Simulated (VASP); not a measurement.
Input of a VASP 6.6.1 run:

Contents of INCAR:

```
PREC = Accurate
ENCUT = 520
EDIFF = 1E-6
ISMEAR = -1
SIGMA = 0.03
LREAL = F
LASPH = T
NELM = 60
ALGO = Normal
ISIF = 2
LWAVE = F
LCHARG = F
GGA = PE
NBANDS = 16
```

Contents of KPOINTS:

```
Automatic mesh
0
Gamma
  8 8 6
```

Contents of POSCAR:

```
Se
1.0
    4.3551696776     -0.0653275452     -0.0653275452
   -2.2341601525      3.8043513512     -0.0239115411
   -0.0742417500     -0.0742417500      4.9494500000
Se
3
Direct
    0.2170000000      0.0000000000      0.1666666667
    0.0000000000      0.2170000000      0.8333333333
    0.7830000000      0.7830000000      0.5000000000
```

Potentials or basis: VASP PAW PBE potentials, release 64 (Se).

The run is started by

```console
$ cat potpaw_PBE.64/Se/POTCAR > POTCAR
$ mpirun -np 1 vasp_std > vasp.out
```

(1) Estimate the pressure.

(2) What does it give for the largest force?

(3) Estimate the band gap on the k mesh.

Results:

(1) 5.8 GPa.

(2) 1.400 eV/Å.

(3) 1.03 eV (least direct gap 1.14 eV).

Caveat: the cell differs from its parent crystal (equal xy, yz and zx shear strains of -3 %); the cell stands under pressure; forces of over 1 eV/Å act on the atoms, so gaps and moduli don't describe the material at rest.
